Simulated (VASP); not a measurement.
# Sc (I4/mmm) in VASP: single point with PBEsol+D3(BJ)

Aim: the single point of Sc with PBEsol+D3(BJ).

Everything below comes from runs of VASP 6.6.1. Logs are shortened: lines on timing, memory, paths and dates and some standing lists are left out, and cuts for length are marked.

## Step 1: The cell of the first run

The structure is tetragonal, space group I4/mmm (No. 139). Conventional cell: a = 3.758 Å, b = 3.758 Å, c = 4.761 Å, α = 90.00°, β = 90.00°, γ = 90.00°. Sc (site symmetry 4/mmm) has 12 Sc at 3.57 to 3.76 Å within 4.7 Å.

## Step 2: Single point, PBEsol+D3(BJ)

The input, INCAR:

```
SYSTEM = Sc
PREC = Accurate ; ENCUT = 500
EDIFF = 1E-6 ; ISMEAR = 1
SIGMA = 0.1 ; LREAL = .FALSE.
LASPH = .TRUE. ; NELM = 120
ALGO = Normal ; ISIF = 2
LWAVE = .FALSE. ; LCHARG = .FALSE.
GGA = PS ; IVDW = 12
NBANDS = 12 ; GGA_COMPAT = .FALSE.
```

The input, KPOINTS:

```
Automatic mesh
0
G
  9 9 9
  0 0 0
```

The input, POSCAR:

```
Sc
1.0
   -1.8790000000      1.8790000000      2.3805000000
    1.8790000000     -1.8790000000      2.3805000000
    1.8790000000      1.8790000000     -2.3805000000
Sc
1
Direct
    0.0000000000      0.0000000000      0.0000000000
```

Potentials or basis: VASP PAW PBE potentials, release 64 (Sc_sv).

Started as:

```console
$ cat potpaw_PBE.64/Sc_sv/POTCAR > POTCAR
$ mpirun -np 1 vasp_std > vasp.out
```

OUTCAR:

```text
SYSTEM = Sc
   PREC = Accurate
   ENCUT = 500
   EDIFF = 1E-6
   ISMEAR = 1
   LREAL = .FALSE.
   LASPH = .TRUE.
   NELM = 120
   ISIF = 2
   GGA = PS
   IVDW = 12
 IVDW          = 12

 ion  position               nearest neighbor table
   1  0.000  0.000  0.000-

  LATTYP: Found a body centered tetragonal cell.
 ALAT       =     3.7580000000
 C/A-ratio  =     1.2668972858

  Lattice vectors:

 A1 = (  -1.8790000000,   1.8790000000,   2.3805000000)
 A2 = (   1.8790000000,  -1.8790000000,   2.3805000000)
 A3 = (   1.8790000000,   1.8790000000,  -2.3805000000)

Analysis of symmetry for initial positions (statically):
=====================================================================
 Subroutine PRICEL returns:
 Original cell was already a primitive cell.

 Routine SETGRP: Setting up the symmetry group for a
 body centered tetragonal supercell.

 Subroutine GETGRP returns: Found 16 space group operations
 (whereof 16 operations were pure point group operations)
 out of a pool of 16 trial point group operations.

The static configuration has the point symmetry D_4h.

Analysis of symmetry for dynamics (positions and initial velocities):
=====================================================================
 Subroutine PRICEL returns:
 Original cell was already a primitive cell.

 Routine SETGRP: Setting up the symmetry group for a
 body centered tetragonal supercell.

 Subroutine GETGRP returns: Found 16 space group operations
 (whereof 16 operations were pure point group operations)
 out of a pool of 16 trial point group operations.

The dynamic configuration has the point symmetry D_4h.

 Subroutine INISYM returns: Found 16 space group operations
 (whereof 16 operations are pure point group operations),
 and found     1 'primitive' translations

----------------------------------------------------------------------------------------

                                     Primitive cell

  volume of cell :      33.6188

  direct lattice vectors                    reciprocal lattice vectors
    -1.879000000  1.879000000  2.380500000     0.000000000  0.266098989  0.210039908
     1.879000000 -1.879000000  2.380500000     0.266098989  0.000000000  0.210039908
     1.879000000  1.879000000 -2.380500000     0.266098989  0.266098989  0.000000000

  length of vectors
     3.567640992  3.567640992  3.567640992     0.339006541  0.339006541  0.376320799

  position of ions in fractional coordinates (direct lattice)
     0.000000000  0.000000000  0.000000000

  ion indices of the primitive-cell ions
   primitive index   ion index
                 1           1

----------------------------------------------------------------------------------------

 KPOINTS: Automatic mesh

Automatic generation of k-mesh.
 Grid dimensions read from file:
 generate k-points for:    9    9    9

 Generating k-lattice:

  Cartesian coordinates                     Fractional coordinates (reciprocal lattice)
     0.000000000  0.029566554  0.023337768     0.111111111  0.000000000 -0.000000000
     0.029566554  0.000000000  0.023337768     0.000000000  0.111111111 -0.000000000
     0.029566554  0.029566554  0.000000000     0.000000000  0.000000000  0.111111111

  Length of vectors
     0.037667393  0.037667393  0.041813422

  Shift w.r.t. Gamma in fractional coordinates (k-lattice)
     0.000000000  0.000000000  0.000000000

 Subroutine IBZKPT returns following result:
 ===========================================

 Found     75 irreducible k-points:

 Following reciprocal coordinates:
            Coordinates               Weight
  0.000000  0.000000  0.000000      1.000000
  0.111111  0.000000  0.000000      8.000000
  0.222222  0.000000  0.000000      8.000000
  0.333333  0.000000 -0.000000      8.000000
  0.444444  0.000000  0.000000      8.000000
  0.111111  0.111111  0.000000      8.000000
[... 16 lines left out ...]
 -0.333333  0.333333  0.000000      4.000000
  0.444444  0.444444  0.000000      8.000000
 [... further k-points ...]
   k-points           NKPTS =     75   k-points in BZ     NKDIM =     75   number of bands    NBANDS=     12
   number of dos      NEDOS =    301   number of ions     NIONS =      1
   total plane-waves  NPLWV =  21952
   dimension x,y,z NGX =    28 NGY =   28 NGZ =   28
   dimension x,y,z NGXF=    56 NGYF=   56 NGZF=   56
   ions per type =               1
   NGX,Y,Z   is equivalent  to a cutoff of  13.05, 13.05, 13.05 a.u.
   NGXF,Y,Z  is equivalent  to a cutoff of  26.10, 26.10, 26.10 a.u.
 SYSTEM =  Sc
   PREC   = accura    normal or accurate (medium, high low for compatibility)
   ISTART =      0    job   : 0-new  1-cont  2-samecut
   ICHARG =      2    charge: 1-file 2-atom 10-const
   ISPIN  =      1    spin polarized calculation?
   LNONCOLLINEAR =      F non collinear calculations
   LSORBIT =      F    spin-orbit coupling
   LASPH  =      T    aspherical Exc in radial PAW
   ENCUT  =  500.0 eV  36.75 Ry    6.06 a.u.   6.50  6.50  6.50*2*pi/ulx,y,z
   NELM   =    120;   NELMIN=  2; NELMDL= -5     # of ELM steps
   EDIFF  = 0.1E-05   stopping-criterion for ELM
   LREAL  =      F    real-space projection
   EDIFFG = 0.1E-04   stopping-criterion for IOM
   NSW    =      0    number of steps for IOM
   IBRION =     -1    ionic relax: 0-MD 1-quasi-New 2-CG
   NFREE  =      0    steps in history (QN), initial steepest desc. (CG)
   ISIF   =      2    stress and relaxation
   ISYM   =      2    0-nonsym 1-usesym 2-fastsym
   POTIM  = 0.5000    time-step for ionic-motion
   TEBEG  =    0.0;   TEEND  =   0.0 temperature during run
   PSTRESS=    0.0 pullay stress
   NELECT =      11.0000    total number of electrons
   NUPDOWN=      -1.0000    fix difference up-down
   EMIN   =  10.00;   EMAX   =-10.00  energy-range for DOS
   EFERMI =   0.00;   METHOD = LEGACY
   ISMEAR =     1;   SIGMA  =   0.10  broadening in eV -4-tet -1-fermi 0-gaus
   EFERMI_NEDOS =   21; number of points for ismear=-14 and -15
   IALGO  =     38    algorithm
   IMIX   =      4    mixing-type and parameters
     AMIX     =   0.40;   BMIX     =  1.00
     AMIX_MAG =   1.60;   BMIX_MAG =  1.00
  volume/ion in A,a.u.               =      33.62       226.87
  Fermi-wavevector in a.u.,A,eV,Ry     =   1.128094  2.131788 17.314709  1.272595
  Thomas-Fermi vector in A             =   2.264782
   LORBIT       =      0    0 simple, 1 ext, 2 COOP (PROOUT), +10 PAW based schemes
   GGA     = PS    functional components
   LHFCALC =     F    Hartree Fock is set to
   AEXX    =    0.0000 exact exchange contribution
   IVDW    =    12    specifies the selected vdW correction
   LEPSILON=     F    determine dielectric tensor
   LRPA    =     F    only Hartree local field effects (RPA)
 non-spin polarized calculation
 Methfessel and Paxton  Order N= 1 SIGMA  =   0.10
  energy-cutoff  :      500.00
  volume of cell :       33.62
 maximum number of plane-waves:       869
 NGX is ok and might be reduce to    28
   NGX = 13   NGY = 13   NGZ = 13

 number of electron      10.9999998 magnetization

 Free energy of the ion-electron system (eV)
  ---------------------------------------------------
  ext. energy  EPLUGINS =         0.00000000
  ---------------------------------------------------
  free energy    TOTEN  =        -6.11484598 eV

  energy without entropy =       -6.11406057  energy(sigma->0) =       -6.11458418

 E-fermi :   2.0144     XC(G=0):  -8.8005

 val. band max:        2.0141517412   @ k =   0.3333   0.2222  -0.0000
 cond. band min:       2.0217520724   @ k =   0.4444   0.0000   0.0000
 fundamental gap:      0.0076003312
 Fermi energy:         2.0143633729

 k-point     1 :       0.0000    0.0000    0.0000
  band No.  band energies     occupation
      1     -48.0621      2.00000
      2     -26.6596      2.00000
      3     -26.6596      2.00000
      4     -26.6591      2.00000
      5      -2.4976      2.00000
      6       3.0210     -0.00000
      7       3.0210     -0.00000
      8       3.4618     -0.00000
      9       3.7470     -0.00000
     10       4.2224      0.00000
     11      13.1011      0.00000
     12      14.8747      0.00000

 k-point     2 :       0.1111    0.0000    0.0000
  band No.  band energies     occupation
      1     -48.0604      2.00000
      2     -26.6749      2.00000
      3     -26.6630      2.00000
      4     -26.6602      2.00000
      5      -2.2576      2.00000
      6       2.9554     -0.00000
      7       3.0806     -0.00000
      8       3.4566     -0.00000
      9       3.7401     -0.00000
     10       4.1657      0.00000
     11      12.7380      0.00000
     12      13.7193      0.00000

 k-point     3 :       0.2222    0.0000    0.0000
  band No.  band energies     occupation
      1     -48.0560      2.00000
      2     -26.7139      2.00000
      3     -26.6716      2.00000
      4     -26.6625      2.00000
      5      -1.5714      2.00000
      6       2.6797     -0.00000
      7       3.0878     -0.00000
      8       3.5093     -0.00000
      9       3.9035     -0.00000
     10       4.1138      0.00000
     11      10.4453      0.00000
     12      13.2863      0.00000

 k-point     4 :       0.3333    0.0000   -0.0000
  band No.  band energies     occupation
      1     -48.0510      2.00000
      2     -26.7579      2.00000
      3     -26.6813      2.00000
      4     -26.6652      2.00000
      5      -0.5671      2.00000
      6       2.3175     -0.00016
      7       2.9481     -0.00000
      8       3.4665     -0.00000
      9       4.2645      0.00000
     10       4.3147      0.00000
     11       8.1803      0.00000
     12      12.5874      0.00000

 k-point     5 :       0.4444    0.0000    0.0000
  band No.  band energies     occupation
      1     -48.0477      2.00000
      2     -26.7864      2.00000
      3     -26.6877      2.00000
      4     -26.6669      2.00000
      5       0.3865      2.00000
      6       2.0218      0.87532
      7       2.8346     -0.00000
      8       3.3804     -0.00000
      9       4.4476      0.00000
     10       4.6637      0.00000
     11       6.6655      0.00000
     12      12.0940      0.00000
[... 228 lines left out ...]
      1     -48.0445      2.00000
      2     -26.7650      2.00000
      3     -26.7261      2.00000
      4     -26.6884      2.00000
      5       1.2492      2.00000
      6       1.8367      2.03069
      7       2.3832     -0.00000
      8       4.0794      0.00000
      9       4.5616      0.00000
     10       5.5781      0.00000
     11       7.0045      0.00000
     12       8.0044      0.00000

 k-point    22 :      -0.4444    0.3333   -0.0000
  band No.  band energies     occupation
      1     -48.0462      2.00000
      2     -26.7663      2.00000
      3     -26.7083      2.00000
      4     -26.6854      2.00000
      5       0.5236      2.00000
      6       1.9264      2.01550
      7       2.5771     -0.00000
      8       4.2201      0.00000
      9       4.5417      0.00000
     10       4.7218      0.00000
     11       8.5037      0.00000
     12       9.2297      0.00000

 k-point    23 :      -0.3333    0.3333    0.0000
  band No.  band energies     occupation
      1     -48.0489      2.00000
      2     -26.7520      2.00000
      3     -26.6994      2.00000
      4     -26.6790      2.00000
      5      -0.1707      2.00000
      6       2.0485      0.45838
      7       2.7580     -0.00000
      8       4.1832      0.00000
      9       4.2226      0.00000
     10       4.4266      0.00000
     11       9.7967      0.00000
     12      10.6356      0.00000

 k-point    24 :       0.4444    0.4444    0.0000
  band No.  band energies     occupation
      1     -48.0443      2.00000
      2     -26.7773      2.00000
      3     -26.7160      2.00000
      4     -26.6885      2.00000
      5       1.0324      2.00000
      6       1.8111      2.01435
      7       2.6477     -0.00000
      8       4.4144      0.00000
      9       4.6252      0.00000
     10       5.1069      0.00000
     11       7.2810      0.00000
     12       8.6762      0.00000

 [... further k-points ...]

------------------------ aborting loop because EDIFF is reached ----------------------------------------

 Edisp (eV)   -0.28783

 E8    (eV) :    -0.2040

  FORCE on cell =-STRESS in cart. coord.  units (eV):
  Direction    XX          YY          ZZ          XY          YZ          ZX
  --------------------------------------------------------------------------------------
  -------------------------------------------------------------------------------------
  Total      -2.68109    -2.68109    -2.30348     0.00000     0.00000     0.00000
  in kB    -127.77328  -127.77328  -109.77742     0.00000     0.00000     0.00000
  external pressure =     -121.77 kB  Pullay stress =        0.00 kB

 VOLUME and BASIS-vectors are now :
 -----------------------------------------------------------------------------
  energy-cutoff  :      500.00
  volume of cell :       33.62
      direct lattice vectors                 reciprocal lattice vectors
    -1.879000000  1.879000000  2.380500000     0.000000000  0.266098989  0.210039908
     1.879000000 -1.879000000  2.380500000     0.266098989  0.000000000  0.210039908
     1.879000000  1.879000000 -2.380500000     0.266098989  0.266098989  0.000000000

 POSITION                                       TOTAL-FORCE (eV/Angst)
 -----------------------------------------------------------------------------------
      0.00000      0.00000      0.00000         0.000000      0.000000      0.000000
 -----------------------------------------------------------------------------------
    total drift:                                0.000000     -0.000000      0.000000

  FREE ENERGIE OF THE ION-ELECTRON SYSTEM (eV)
  ---------------------------------------------------
  free  energy   TOTEN  =        -6.4026771052 eV

  energy  without entropy=       -6.4018916925  energy(sigma->0) =       -6.40241530
```

It took 26 s on 1 thread of AMD EPYC 7R43 (Zen 3), shared host; peak memory 0.14 GiB.

What came out:

```
Free energy                : -6.4027 eV
Pressure                   : -12.2 GPa
Dispersion energy per atom : -0.288 eV
```

Stress tensor (GPa, compression positive):
```
-12.78   0.00   0.00
  0.00 -12.78   0.00
  0.00   0.00 -10.98
```

Caveat: the PAW data sets were made with another functional, which shifts forces and pressure a little; pairwise dispersion overbinds metals, which lowers pressure and volume.
